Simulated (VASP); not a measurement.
Input of a VASP 6.6.1 run:

File INCAR:

```
SYSTEM = TiC
PREC     = Accurate       ! precision mode
ENCUT    = 600            ! plane-wave cutoff, eV
EDIFF    = 1E-6           ! SCF threshold, eV
ISMEAR   = 0              ! smearing method
SIGMA    = 0.1            ! smearing width, eV
LREAL    = .False.        ! projectors in reciprocal space
LASPH    = .True.         ! aspherical terms in the spheres
NELM     = 120            ! most SCF steps
ALGO     = Normal         ! electronic algorithm
ISIF     = 2              ! what is computed and relaxed
LWAVE    = .False.        ! write WAVECAR
LCHARG   = .False.        ! write CHGCAR
GGA      = PE             ! functional
IVDW     = 12             ! dispersion correction
NBANDS   = 15             ! bands
GGA_COMPAT= .False.
```

KPOINTS

```
regular mesh
0
Gamma
  16 16 16
  0 0 0
```

POSCAR

```
TiC
1.0
    0.0000000000      2.1455438894      2.1455438894
    2.1455438894      0.0000000000      2.1455438894
    2.1455438894      2.1455438894      0.0000000000
Ti C
1 1
Direct
    0.0000000000      0.0000000000      0.0000000000
    0.5000000000      0.5000000000      0.5000000000
```

Potentials or basis: VASP PAW PBE potentials, release 64 (Ti_sv, C).

The run is started by

```bash
$ cat potpaw_PBE.64/Ti_sv/POTCAR potpaw_PBE.64/C/POTCAR > POTCAR
$ mpirun -np 1 vasp_std > vasp.out
```

(1) Estimate the band gap on the k mesh.

(2) Predict the dispersion energy per atom.

(3) Estimate the pressure.

## Answers

(1) zero (band 8 reaches 10.45 eV, above the bottom of band 9 at 9.34 eV).

(2) -0.459 eV.

(3) 0.1 GPa.

Caveat: pairwise dispersion overbinds metals, which lowers pressure and volume.
